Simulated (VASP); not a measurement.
# Ta8H3N in VASP: single point with PBE+D3(BJ)

Aim: the single point of Ta8H3N with PBE+D3(BJ).

Program: VASP 6.6.1. These are calculated values, not measurements. Logs are shortened: lines on timing, memory, paths and dates and some standing lists are left out, and cuts for length are marked.

## (1) The cell of the first run

The cell holds a slab with vacuum, 12 atoms: a = 4.646 Å, b = 4.646 Å, c = 26.020 Å, α = 90.00°, β = 90.00°, γ = 120.00°.

## (2) Single point, PBE+D3(BJ)

Input file INCAR:

```
ALGO = Normal ; DIPOL = 0.5 0.5 0.525
EDIFF = 1E-7 ; ENCUT = 520
GGA = PE ; IDIPOL = 3
ISIF = 2 ; ISMEAR = 0
IVDW = 12 ; LASPH = T
LCHARG = T ; LDIPOL = T
LELF = T ; LREAL = F
LVACPOTAV = T ; LVHAR = T
LWAVE = F ; NBANDS = 60
NELM = 80 ; PREC = Accurate
SIGMA = 0.1
```

Input file KPOINTS:

```
k-points
0
Gamma
  6 6 1
```

Input file POSCAR:

```
Ta8H3N
1.0
    4.6456161666      0.0000000000      0.0000000000
   -2.3228080833      4.0232216165      0.0000000000
    0.0000000000      0.0000000000     26.0200757288
Ta N H
8 1 3
Direct
    0.6666666667      0.3333333333      0.3266708402
    0.3333333333      0.6666666667      0.3631151011
    0.0000000000      0.0000000000      0.3995593620
    0.6666666667      0.3333333333      0.4360036229
    0.3341194523      0.6669254121      0.4685762450
   -0.0000551369     -0.0001797039      0.5118234461
    0.6629808236      0.3311216854      0.5442177621
    0.3277205869      0.6631706388      0.5728545066
    0.2291825431      0.6181946933      0.6602377019
    0.4214123310      0.6487247777      0.6833190276
    0.1592791758      0.7880003385      0.6703825397
    0.0286922210      0.3839049080      0.6655307422
```

Potentials or basis: VASP PAW PBE potentials, release 64 (Ta_pv, N, H).

Launch:

```bash
> cat potpaw_PBE.64/Ta_pv/POTCAR potpaw_PBE.64/N/POTCAR potpaw_PBE.64/H/POTCAR > POTCAR
> mpirun -np 1 vasp_std > vasp.out
```

OUTCAR:

```text
EDIFF = 1E-7
   ENCUT = 520
   GGA = PE
   ISIF = 2
   ISMEAR = 0
   IVDW = 12
   LASPH = T
   LREAL = F
   NELM = 80
   PREC = Accurate
 IVDW          = 12

 ion  position               nearest neighbor table
   1  0.667  0.333  0.327-   4 2.84   2 2.84   2 2.84   2 2.84   3 3.28   3 3.28   3 3.28
   2  0.333  0.667  0.363-   5 2.74   1 2.84   3 2.84   1 2.84   3 2.84   3 2.84   1 2.84   4 3.28
                             4 3.28   4 3.28
   3  0.000  0.000  0.400-   2 2.84   4 2.84   2 2.84   4 2.84   2 2.84   4 2.84   6 2.92   5 3.23
                             5 3.23   5 3.23   1 3.28   1 3.28   1 3.28
   4  0.667  0.333  0.436-   5 2.81   5 2.81   7 2.82   5 2.82   1 2.84   3 2.84   3 2.84   3 2.84
                             2 3.28   2 3.28   2 3.28   6 3.33   6 3.33   6 3.33
   5  0.334  0.667  0.469-   8 2.71   2 2.74   4 2.81   4 2.81   4 2.82   6 2.91   6 2.91   6 2.91
                             3 3.23   3 3.23   3 3.23   7 3.32   7 3.32   7 3.34
   6  1.000  1.000  0.512-   7 2.80   7 2.82   7 2.82   5 2.91   5 2.91   5 2.91   3 2.92   8 3.11
                             8 3.11   8 3.14   4 3.33   4 3.33   4 3.33
   7  0.663  0.331  0.544-   8 2.78   8 2.79   8 2.79   6 2.80   4 2.82   6 2.82   6 2.82   5 3.32
                             5 3.32   5 3.34
   8  0.328  0.663  0.573-   9 2.31   5 2.71   7 2.78   7 2.79   7 2.79   6 3.11   6 3.11   6 3.14

   9  0.229  0.618  0.660-  10 1.03  11 1.03  12 1.03   8 2.31
  10  0.421  0.649  0.683-   9 1.03
  11  0.159  0.788  0.670-   9 1.03
  12  0.029  0.384  0.666-   9 1.03

  LATTYP: Found a hexagonal cell.
 ALAT       =     4.6456161666
 C/A-ratio  =     5.6009956044

  Lattice vectors:

 A1 = (   4.6456161666,   0.0000000000,   0.0000000000)
 A2 = (  -2.3228080833,   4.0232216165,   0.0000000000)
 A3 = (   0.0000000000,   0.0000000000,  26.0200757288)

Analysis of symmetry for initial positions (statically):
=====================================================================
 Subroutine PRICEL returns:
 Original cell was already a primitive cell.

 Routine SETGRP: Setting up the symmetry group for a
 hexagonal supercell.

 Subroutine GETGRP returns: Found  1 space group operations
 (whereof  1 operations were pure point group operations)
 out of a pool of 24 trial point group operations.

The static configuration has the point symmetry C_1 .

Analysis of symmetry for dynamics (positions and initial velocities):
=====================================================================
 Subroutine PRICEL returns:
 Original cell was already a primitive cell.

 Routine SETGRP: Setting up the symmetry group for a
 hexagonal supercell.

 Subroutine GETGRP returns: Found  1 space group operations
 (whereof  1 operations were pure point group operations)
[... 140 lines left out ...]
  Thomas-Fermi vector in A             =   2.081847
   LORBIT       =      0    0 simple, 1 ext, 2 COOP (PROOUT), +10 PAW based schemes
   GGA     = PE    functional components
   LHFCALC =     F    Hartree Fock is set to
   AEXX    =    0.0000 exact exchange contribution
   IVDW    =    12    specifies the selected vdW correction
   LEPSILON=     F    determine dielectric tensor
   LRPA    =     F    only Hartree local field effects (RPA)
 non-spin polarized calculation
 Gauss-broadening in eV      SIGMA  =   0.10
  energy-cutoff  :      520.00
  volume of cell :      486.32
 maximum number of plane-waves:     13135
 NGX is ok and might be reduce to    36
   NGX = 17   NGY = 17   NGZ = 97

 dipolmoment           0.000000      0.000000      0.140026 electrons x Angstroem

 number of electron      96.0000007 magnetization

 dipolmoment           0.000000      0.000000     -0.141532 electrons x Angstroem

 Free energy of the ion-electron system (eV)
  ---------------------------------------------------
  ext. energy  EPLUGINS =         0.00000000
  ---------------------------------------------------
  free energy    TOTEN  =      -108.12866007 eV

  energy without entropy =     -108.08020342  energy(sigma->0) =     -108.10443175

 E-fermi :   0.1418     XC(G=0):  -5.1743

 val. band max:        0.1411922107   @ k =  -0.3333   0.1667   0.0000
 cond. band min:       0.1434623855   @ k =   0.1667   0.1667   0.0000
 fundamental gap:      0.0022701749
 Fermi energy:         0.1417900229

 k-point     1 :       0.0000    0.0000    0.0000
  band No.  band energies     occupation
      1     -34.4782      2.00000
      2     -34.3474      2.00000
      3     -34.2638      2.00000
      4     -34.2622      2.00000
      5     -34.1587      2.00000
      6     -34.1487      2.00000
[... 1249 lines left out ...]
     59       2.5945      0.00000
     60       2.7399      0.00000

------------------------ aborting loop because EDIFF is reached ----------------------------------------

 Edisp (eV)   -3.79405

 E8    (eV) :    -2.0052

  FORCE on cell =-STRESS in cart. coord.  units (eV):
  Direction    XX          YY          ZZ          XY          YZ          ZX
  --------------------------------------------------------------------------------------
  -------------------------------------------------------------------------------------
  Total      -6.34444    -6.49363    -3.75996     0.13312     0.05343     0.07504
  in kB     -20.90154   -21.39301   -12.38704     0.43856     0.17603     0.24721
  external pressure =      -18.23 kB  Pullay stress =        0.00 kB

 VOLUME and BASIS-vectors are now :
 -----------------------------------------------------------------------------
  energy-cutoff  :      520.00
  volume of cell :      486.32
      direct lattice vectors                 reciprocal lattice vectors
     4.645616167  0.000000000  0.000000000     0.215256699  0.124278513  0.000000000
    -2.322808083  4.023221616  0.000000000     0.000000000  0.248557026  0.000000000
     0.000000000  0.000000000 26.020075729     0.000000000  0.000000000  0.038431864

 POSITION                                       TOTAL-FORCE (eV/Angst)
 -----------------------------------------------------------------------------------
      2.32281      1.34107      8.50000        -0.004202     -0.005995      1.774378
     -0.00000      2.68215      9.44828        -0.022121     -0.007582     -0.177319
      0.00000      0.00000     10.39656         0.004813      0.004436     -1.054340
      2.32281      1.34107     11.34485         0.017837      0.005499     -0.565711
      0.00305      2.68319     12.19239        -0.000594     -0.000852      0.006134
      2.32297      4.02250     13.31768        -0.002054     -0.002547     -0.007856
      2.31082      1.33218     14.16059         0.002133      0.001383      0.009578
     -0.01795      2.66808     14.90572         0.003760      0.004302      0.008196
     -0.37125      2.48713     17.17944        -0.014707     -0.006078      0.051173
      0.45086      2.60996     17.78001         0.008478      0.005735     -0.010271
     -1.09042      3.17030     17.44340         0.000792      0.002525     -0.018280
     -0.75844      1.54453     17.31716         0.005863     -0.000826     -0.015681
 -----------------------------------------------------------------------------------
    total drift:                                0.000003      0.000040     -0.000904

  FREE ENERGIE OF THE ION-ELECTRON SYSTEM (eV)
  ---------------------------------------------------
  free  energy   TOTEN  =      -111.9227136661 eV

  energy  without entropy=     -111.8742570217  energy(sigma->0) =     -111.89848534

 vacuum level on the upper side and lower side of the slab         2.179         3.550
```

OSZICAR:

```text
N       E                     dE             d eps       ncg     rms          rms(c)
DAV:   1     0.788025919138E+03    0.78803E+03   -0.52129E+04  3032   0.137E+03
DAV:   2    -0.686663569008E+02   -0.85669E+03   -0.83617E+03  2816   0.363E+02
DAV:   3    -0.117292270911E+03   -0.48626E+02   -0.46546E+02  2868   0.748E+01
[... 28 lines left out ...]
DAV:  32    -0.108128658513E+03   -0.12106E-05   -0.10871E-07  1932   0.641E-04    0.495E-04
DAV:  33    -0.108128659664E+03   -0.11510E-05   -0.19421E-07  1852   0.730E-04    0.180E-04
DAV:  34    -0.108128659872E+03   -0.20750E-06   -0.29461E-08  1844   0.379E-04    0.136E-04
DAV:  35    -0.108128660050E+03   -0.17868E-06   -0.33855E-08  1720   0.363E-04    0.983E-05
DAV:  36    -0.108128660069E+03   -0.18279E-07   -0.65182E-09  1764   0.219E-04
   1 F= -.11192271E+03 E0= -.11189849E+03  d E =-.484566E-01
```

stdout:

```text
POSCAR found type information on POSCAR TaN H
 POSCAR found :  3 types and      12 ions
 scaLAPACK will be used
 LDA part: xc-table for (Slater+PW92), standard interpolation
 POSCAR, INCAR and KPOINTS ok, starting setup
 FFT: planning ... GRIDC
 FFT: planning ... GRID_SOFT
 FFT: planning ... GRID
 WAVECAR not read
 entering main loop
 -----------------------------------------------------------------------------
|                                                                             |
|           W    W    AA    RRRRR   N    N  II  N    N   GGGG   !!!           |
|           W    W   A  A   R    R  NN   N  II  NN   N  G    G  !!!           |
|           W    W  A    A  R    R  N N  N  II  N N  N  G       !!!           |
|           W WW W  AAAAAA  RRRRR   N  N N  II  N  N N  G  GGG   !            |
|           WW  WW  A    A  R   R   N   NN  II  N   NN  G    G                |
|           W    W  A    A  R    R  N    N  II  N    N   GGGG   !!!           |
|                                                                             |
|     Did not find any points to average over, which means that no vacuum     |
|     field-free region was found. Please increase the size of  your cell     |
|     in the dimension of the dipole correction to obtain accurate            |
|     workfunction values.                                                    |
|                                                                             |
 -----------------------------------------------------------------------------
```

Wall time 23 min (1 thread of Intel Xeon Platinum 8488C (Sapphire Rapids), shared host); peak memory 0.81 GiB.

What came out:

```
Free energy                : -111.9227 eV
Largest force              : 1.774 eV/Å
Band gap on the k mesh     : zero (bands 48 and 49 overlap by 0.44 eV)
Dispersion energy per atom : -0.316 eV
```

Forces on the atoms (eV/Å):
```
Ta  -0.004 -0.006  1.774
Ta  -0.022 -0.008 -0.177
Ta   0.005  0.004 -1.054
Ta   0.018  0.005 -0.566
Ta  -0.001 -0.001  0.006
Ta  -0.002 -0.003 -0.008
Ta   0.002  0.001  0.010
Ta   0.004  0.004  0.008
N   -0.015 -0.006  0.051
H    0.008  0.006 -0.010
H    0.001  0.003 -0.018
H    0.006 -0.001 -0.016
```

Caveat: spin-orbit coupling is left out, which moves the levels of the heavy elements.
